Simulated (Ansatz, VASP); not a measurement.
# MgO: VASP beside Ansatz

```
Mg O
1.0
     3.43408    0.00000    0.00000
    -1.71704    3.01929    0.00000
     0.00000    0.00000    4.17804
Mg O
2 2
Direct
  0.66667 0.33333 0.75000
  0.33333 0.66667 0.25000
  0.66667 0.33333 0.25000
  0.33333 0.66667 0.75000
```

Change from the starting cell: strain -0.0150 x Voigt [1, 0, 0, 0, 0, 0], atoms carried along.

Alike in both runs: task single point; functional LDA; k mesh 6 × 6 × 6; occupations gaussian, width 0.05 eV; no spin polarisation.

|  | VASP | Ansatz |
| --- | --- | --- |
| version | VASP 6.6.1 | Ansatz 0.2.0 |
| potentials or method | VASP PAW LDA potentials, release 64 (Mg_sv, O), cutoff 840 eV | scalar-relativistic, plane waves, PAW |
| valence electrons in the cell | 32 | 32 |

|  | VASP | Ansatz | Ansatz less VASP |
| --- | --- | --- | --- |
| gap on the k mesh at the Fermi level (eV) | 3.41 | 3.41 | -0.003 |
| least direct gap on the mesh (eV) | 3.41 | 3.41 | -0.003 |
| pressure (GPa) | -1.6 | -2.1 | -0.53 |
| traceless stress, the component that is largest in VASP (GPa) | 1.86 | 1.84 | -0.024 |
| rms of the force components (eV/Å) | 0.074 | 0.072 | -0.0024 |

LDA's correlation is that of Perdew and Zunger in VASP and of Perdew and Wang (1992) in Ansatz. Atom by atom the forces differ by 0.002 eV/Å (rms over components).
